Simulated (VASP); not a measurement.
# CdTe (I-4m2) in VASP: single point with PBE

Aim: the single point of CdTe with PBE.

Everything below comes from runs of VASP 6.6.1. Logs are shortened: lines on timing, memory, paths and dates and some standing lists are left out, and cuts for length are marked.

## (1) The cell of the first run

Symmetry: I-4m2, No. 119, tetragonal system. The conventional cell has a = 4.441 Å, b = 4.441 Å, c = 6.092 Å, α = 90.00°, β = 90.00°, γ = 90.00°. Within 3.6 Å of Cd (site symmetry -4m2) lie 4 Te at 2.69 Å. Within 3.6 Å of Te (site symmetry -4m2) lie 4 Cd at 2.69 Å.

## (2) Single point, PBE (z stretched by -3 %, then relaxed in part)

INCAR

```
SYSTEM = CdTe
ALGO = Normal
EDIFF = 1E-7
ENCUT = 520
GGA = PE
ISIF = 2
ISMEAR = -1
LASPH = .True.
LCHARG = .False.
LREAL = .False.
LWAVE = .False.
NBANDS = 16
NELM = 80
PREC = Accurate
SIGMA = 0.02
```

KPOINTS

```
k-points
0
Gamma
  12 12 12
  0 0 0
```

POSCAR

```
CdTe
1.0
    0.0000000000      3.1400000000      3.0458000000
    3.1400000000      0.0000000000      3.0458000000
    3.1400000000      3.1400000000      0.0000000000
Cd Te
1 1
Direct
    0.0000000000      0.0000000000      0.0000000000
    0.2500000000      0.2500000000      0.2500000000
```

Potentials or basis: VASP PAW PBE potentials, release 64 (Cd, Te).

The run is started by

```console
> cat potpaw_PBE.64/Cd/POTCAR potpaw_PBE.64/Te/POTCAR > POTCAR
> mpirun -np 1 vasp_std > vasp.out
```

OUTCAR:

```text
SYSTEM = CdTe
   EDIFF = 1E-7
   ENCUT = 520
   GGA = PE
   ISIF = 2
   ISMEAR = -1
   LASPH = .True.
   LREAL = .False.
   NELM = 80
   PREC = Accurate

 ion  position               nearest neighbor table
   1  0.000  0.000  0.000-   2 2.69   2 2.69   2 2.69   2 2.69
   2  0.250  0.250  0.250-   1 2.69   1 2.69   1 2.69   1 2.69

  LATTYP: Found a body centered tetragonal cell.
 ALAT       =     4.4406305859
 C/A-ratio  =     1.3717871555

  Lattice vectors:

 A1 = (   0.0000000000,  -3.1400000000,  -3.0458000000)
 A2 = (   0.0000000000,   3.1400000000,  -3.0458000000)
 A3 = (   3.1400000000,   0.0000000000,   3.0458000000)

Analysis of symmetry for initial positions (statically):
=====================================================================
 Subroutine PRICEL returns:
 Original cell was already a primitive cell.

 Routine SETGRP: Setting up the symmetry group for a
 body centered tetragonal supercell.

 Subroutine GETGRP returns: Found  8 space group operations
 (whereof  8 operations were pure point group operations)
 out of a pool of 16 trial point group operations.

The static configuration has the point symmetry D_2d.

Analysis of symmetry for dynamics (positions and initial velocities):
=====================================================================
 Subroutine PRICEL returns:
 Original cell was already a primitive cell.

 Routine SETGRP: Setting up the symmetry group for a
 body centered tetragonal supercell.

 Subroutine GETGRP returns: Found  8 space group operations
 (whereof  8 operations were pure point group operations)
 out of a pool of 16 trial point group operations.

The dynamic configuration has the point symmetry D_2d.

 Subroutine INISYM returns: Found  8 space group operations
 (whereof  8 operations are pure point group operations),
 and found     1 'primitive' translations

----------------------------------------------------------------------------------------

                                     Primitive cell

  volume of cell :      60.0607

  direct lattice vectors                    reciprocal lattice vectors
     0.000000000  3.140000000  3.045800000    -0.159235669  0.159235669  0.164160483
     3.140000000  0.000000000  3.045800000     0.159235669 -0.159235669  0.164160483
     3.140000000  3.140000000  0.000000000     0.159235669  0.159235669 -0.164160483

  length of vectors
     4.374528276  4.374528276  4.440630586     0.278676624  0.278676624  0.278676624

  position of ions in fractional coordinates (direct lattice)
     0.000000000  0.000000000  0.000000000
     0.250000000  0.250000000  0.250000000

  ion indices of the primitive-cell ions
   primitive index   ion index
                 1           1
                 2           2

----------------------------------------------------------------------------------------

 KPOINTS: k-points

Automatic generation of k-mesh.
 Grid dimensions read from file:
 generate k-points for:   12   12   12

 Generating k-lattice:

  Cartesian coordinates                     Fractional coordinates (reciprocal lattice)
    -0.013269639  0.013269639  0.013680040     0.083333333 -0.000000000  0.000000000
     0.013269639 -0.013269639  0.013680040    -0.000000000  0.083333333  0.000000000
     0.013269639  0.013269639 -0.013680040     0.000000000  0.000000000  0.083333333

  Length of vectors
     0.023223052  0.023223052  0.023223052

  Shift w.r.t. Gamma in fractional coordinates (k-lattice)
     0.000000000  0.000000000  0.000000000

 Subroutine IBZKPT returns following result:
 ===========================================

 Found    163 irreducible k-points:

 Following reciprocal coordinates:
            Coordinates               Weight
  0.000000  0.000000  0.000000      1.000000
  0.083333  0.000000  0.000000      8.000000
  0.166667  0.000000  0.000000      8.000000
  0.250000  0.000000  0.000000      8.000000
  0.333333 -0.000000  0.000000      8.000000
  0.416667  0.000000  0.000000      8.000000
[... 16 lines left out ...]
  0.500000  0.166667  0.000000      8.000000
 -0.416667  0.166667  0.000000      8.000000
 [... further k-points ...]
   k-points           NKPTS =    163   k-points in BZ     NKDIM =    163   number of bands    NBANDS=     16
   number of dos      NEDOS =    301   number of ions     NIONS =      2
   total plane-waves  NPLWV =  46656
   dimension x,y,z NGX =    36 NGY =   36 NGZ =   36
   dimension x,y,z NGXF=    72 NGYF=   72 NGZF=   72
   ions per type =               1   1
   NGX,Y,Z   is equivalent  to a cutoff of  13.68, 13.68, 13.48 a.u.
   NGXF,Y,Z  is equivalent  to a cutoff of  27.36, 27.36, 26.95 a.u.
 SYSTEM =  CdTe
   PREC   = accura    normal or accurate (medium, high low for compatibility)
   ISTART =      0    job   : 0-new  1-cont  2-samecut
   ICHARG =      2    charge: 1-file 2-atom 10-const
   ISPIN  =      1    spin polarized calculation?
   LNONCOLLINEAR =      F non collinear calculations
   LSORBIT =      F    spin-orbit coupling
   LASPH  =      T    aspherical Exc in radial PAW
   ENCUT  =  520.0 eV  38.22 Ry    6.18 a.u.   8.13  8.13  8.26*2*pi/ulx,y,z
   NELM   =     80;   NELMIN=  2; NELMDL= -5     # of ELM steps
   EDIFF  = 0.1E-06   stopping-criterion for ELM
   LREAL  =      F    real-space projection
   EDIFFG = 0.1E-05   stopping-criterion for IOM
   NSW    =      0    number of steps for IOM
   IBRION =     -1    ionic relax: 0-MD 1-quasi-New 2-CG
   NFREE  =      0    steps in history (QN), initial steepest desc. (CG)
   ISIF   =      2    stress and relaxation
   ISYM   =      2    0-nonsym 1-usesym 2-fastsym
   POTIM  = 0.5000    time-step for ionic-motion
   TEBEG  =    0.0;   TEEND  =   0.0 temperature during run
   PSTRESS=    0.0 pullay stress
   NELECT =      18.0000    total number of electrons
   NUPDOWN=      -1.0000    fix difference up-down
   EMIN   =  10.00;   EMAX   =-10.00  energy-range for DOS
   EFERMI =   0.00;   METHOD = LEGACY
   ISMEAR =    -1;   SIGMA  =   0.02  broadening in eV -4-tet -1-fermi 0-gaus
   EFERMI_NEDOS =   21; number of points for ismear=-14 and -15
   IALGO  =     38    algorithm
   IMIX   =      4    mixing-type and parameters
     AMIX     =   0.40;   BMIX     =  1.00
     AMIX_MAG =   1.60;   BMIX_MAG =  1.00
  volume/ion in A,a.u.               =      30.03       202.65
  Fermi-wavevector in a.u.,A,eV,Ry     =   1.095558  2.070305 16.330361  1.200248
  Thomas-Fermi vector in A             =   2.231884
   LORBIT       =      0    0 simple, 1 ext, 2 COOP (PROOUT), +10 PAW based schemes
   GGA     = PE    functional components
   LHFCALC =     F    Hartree Fock is set to
   AEXX    =    0.0000 exact exchange contribution
   IVDW    =     0    specifies the selected vdW correction
   LEPSILON=     F    determine dielectric tensor
   LRPA    =     F    only Hartree local field effects (RPA)
 non-spin polarized calculation
  energy-cutoff  :      520.00
  volume of cell :       60.06
 maximum number of plane-waves:      1631
 NGX is ok and might be reduce to    36
   NGX = 17   NGY = 17   NGZ = 17

 number of electron      18.0000001 magnetization

 Free energy of the ion-electron system (eV)
  ---------------------------------------------------
  ext. energy  EPLUGINS =         0.00000000
  ---------------------------------------------------
  free energy    TOTEN  =        -4.46597588 eV

  energy without entropy =       -4.46597588  energy(sigma->0) =       -4.46597588

 E-fermi :   3.9916     XC(G=0):  -9.1532

 val. band max:        3.6511398918   @ k =   0.0000   0.0000   0.0000
 cond. band min:       4.7429025883   @ k =   0.0000   0.0000   0.0000
 fundamental gap:      1.0917626965
 Fermi energy:         3.9916229174

 k-point     1 :       0.0000    0.0000    0.0000
  band No.  band energies     occupation
      1      -8.3935      2.00000
      2      -5.2275      2.00000
      3      -5.2275      2.00000
      4      -5.2197      2.00000
      5      -4.8660      2.00000
      6      -4.8549      2.00000
[... 8 lines left out ...]
     15      12.9231      0.00000
     16      13.3425      0.00000

 k-point     2 :       0.0833    0.0000    0.0000
  band No.  band energies     occupation
      1      -8.3586      2.00000
      2      -5.2203      2.00000
      3      -5.2162      2.00000
      4      -5.2023      2.00000
      5      -4.8665      2.00000
      6      -4.8561      2.00000
[... 8 lines left out ...]
     15      12.3917      0.00000
     16      12.6848      0.00000

 k-point     3 :       0.1667    0.0000    0.0000
  band No.  band energies     occupation
      1      -8.2623      2.00000
      2      -5.2016      2.00000
      3      -5.1961      2.00000
      4      -5.1317      2.00000
      5      -4.8668      2.00000
      6      -4.8583      2.00000
[... 8 lines left out ...]
     15      12.0141      0.00000
     16      12.3249      0.00000

 k-point     4 :       0.2500    0.0000    0.0000
  band No.  band energies     occupation
      1      -8.1299      2.00000
      2      -5.1783      2.00000
      3      -5.1713      2.00000
      4      -4.9933      2.00000
      5      -4.8642      2.00000
      6      -4.8584      2.00000
[... 8 lines left out ...]
     15      12.0384      0.00000
     16      12.2081      0.00000

 k-point     5 :       0.3333   -0.0000    0.0000
  band No.  band energies     occupation
      1      -7.9980      2.00000
      2      -5.1585      2.00000
      3      -5.1494      2.00000
      4      -4.8599      2.00000
      5      -4.8574      2.00000
      6      -4.7729      2.00000
[... 8 lines left out ...]
     15      12.6034      0.00000
     16      12.6214      0.00000

 k-point     6 :       0.4167    0.0000    0.0000
  band No.  band energies     occupation
      1      -7.9031      2.00000
      2      -5.1465      2.00000
      3      -5.1356      2.00000
      4      -4.8536      2.00000
      5      -4.8493      2.00000
      6      -4.5243      2.00000
[... 8 lines left out ...]
     15      13.4260      0.00000
     16      13.5542      0.00000

 k-point     7 :       0.5000    0.0000    0.0000
  band No.  band energies     occupation
      1      -7.8689      2.00000
      2      -5.1427      2.00000
      3      -5.1311      2.00000
      4      -4.8511      2.00000
      5      -4.8456      2.00000
      6      -4.3963      2.00000
[... 8 lines left out ...]
     15      14.0726      0.00000
     16      14.2892      0.00000

 k-point     8 :       0.0833    0.0833    0.0000
  band No.  band energies     occupation
      1      -8.3456      2.00000
      2      -5.2137      2.00000
      3      -5.2137      2.00000
      4      -5.1999      2.00000
      5      -4.8628      2.00000
      6      -4.8592      2.00000
[... 8 lines left out ...]
     15      12.2924      0.00000
     16      12.9875      0.00000

 k-point     9 :       0.1667    0.0833    0.0000
  band No.  band energies     occupation
      1      -8.2687      2.00000
      2      -5.1984      2.00000
      3      -5.1949      2.00000
      4      -5.1503      2.00000
      5      -4.8625      2.00000
      6      -4.8598      2.00000
[... 8 lines left out ...]
     15      12.5624      0.00000
     16      12.6869      0.00000
[... 172 lines left out ...]
 k-point    19 :       0.1667    0.1667    0.0000
  band No.  band energies     occupation
      1      -8.2143      2.00000
      2      -5.1748      2.00000
      3      -5.1748      2.00000
      4      -5.1368      2.00000
      5      -4.8642      2.00000
      6      -4.8540      2.00000
[... 8 lines left out ...]
     15      13.1792      0.00000
     16      13.2457      0.00000

 k-point    20 :       0.2500    0.1667    0.0000
  band No.  band energies     occupation
      1      -8.1135      2.00000
      2      -5.1557      2.00000
      3      -5.1482      2.00000
      4      -5.0609      2.00000
      5      -4.8512      2.00000
      6      -4.8486      2.00000
[... 8 lines left out ...]
     15      13.1904      0.00000
     16      13.7350      0.00000

 k-point    21 :       0.3333    0.1667    0.0000
  band No.  band energies     occupation
      1      -7.9941      2.00000
      2      -5.1384      2.00000
      3      -5.1240      2.00000
      4      -4.9658      2.00000
      5      -4.8431      2.00000
      6      -4.7712      2.00000
[... 8 lines left out ...]
     15      13.5209      0.00000
     16      13.5502      0.00000

 k-point    22 :       0.4167    0.1667    0.0000
  band No.  band energies     occupation
      1      -7.8895      2.00000
      2      -5.1237      2.00000
      3      -5.1085      2.00000
      4      -4.9198      2.00000
      5      -4.8397      2.00000
      6      -4.5696      2.00000
[... 8 lines left out ...]
     15      13.7198      0.00000
     16      14.2412      0.00000

 k-point    23 :       0.5000    0.1667    0.0000
  band No.  band energies     occupation
      1      -7.8271      2.00000
      2      -5.1150      2.00000
      3      -5.1034      2.00000
      4      -4.8937      2.00000
      5      -4.8425      2.00000
      6      -4.3613      2.00000
[... 8 lines left out ...]
     15      14.0681      0.00000
     16      14.3347      0.00000

 k-point    24 :      -0.4167    0.1667    0.0000
  band No.  band energies     occupation
      1      -7.8212      2.00000
      2      -5.1123      2.00000
      3      -5.1080      2.00000
      4      -4.8753      2.00000
      5      -4.8530      2.00000
      6      -4.3309      2.00000
[... 8 lines left out ...]
     15      13.2138      0.00000
     16      13.7584      0.00000

 [... further k-points ...]

------------------------ aborting loop because EDIFF is reached ----------------------------------------

  FORCE on cell =-STRESS in cart. coord.  units (eV):
  Direction    XX          YY          ZZ          XY          YZ          ZX
  --------------------------------------------------------------------------------------
  -------------------------------------------------------------------------------------
  Total        3.9235037      3.9235037      3.9900737      0.0000000      0.0000000      0.0000000
  in kB      104.6631911    104.6631911    106.4390102      0.0000000      0.0000000      0.0000000
  external PRESSURE =     105.2551308 kB  Pullay stress =       0.0000000 kB

 VOLUME and BASIS-vectors are now :
 -----------------------------------------------------------------------------
  energy-cutoff  :      520.00
  volume of cell :       60.06
      direct lattice vectors                 reciprocal lattice vectors
     0.000000000  3.140000000  3.045800000    -0.159235669  0.159235669  0.164160483
     3.140000000  0.000000000  3.045800000     0.159235669 -0.159235669  0.164160483
     3.140000000  3.140000000  0.000000000     0.159235669  0.159235669 -0.164160483

 POSITION                                       TOTAL-FORCE (eV/Angst)
 -----------------------------------------------------------------------------------
      0.00000      0.00000      0.00000         0.000000      0.000000     -0.000000
      1.57000      1.57000      1.52290        -0.000000     -0.000000      0.000000
 -----------------------------------------------------------------------------------
    total drift:                               -0.000000     -0.000000      0.000000

  FREE ENERGIE OF THE ION-ELECTRON SYSTEM (eV)
  ---------------------------------------------------
  free  energy   TOTEN  =        -4.4659758786 eV

  energy  without entropy=       -4.4659758786  energy(sigma->0) =       -4.46597588
```

Wall time 60 s (1 thread of Intel Xeon 6975P-C (Granite Rapids), shared host); peak memory 0.32 GiB.

Results:

- Free energy: -4.4660 eV
- Pressure: 10.5 GPa
- Band gap on the k mesh: 1.09 eV

Caveat: the cell differs from its parent crystal (z stretched by -3 %, then relaxed in part); the cell stands under pressure; spin-orbit coupling is left out, which moves the levels of the heavy elements.
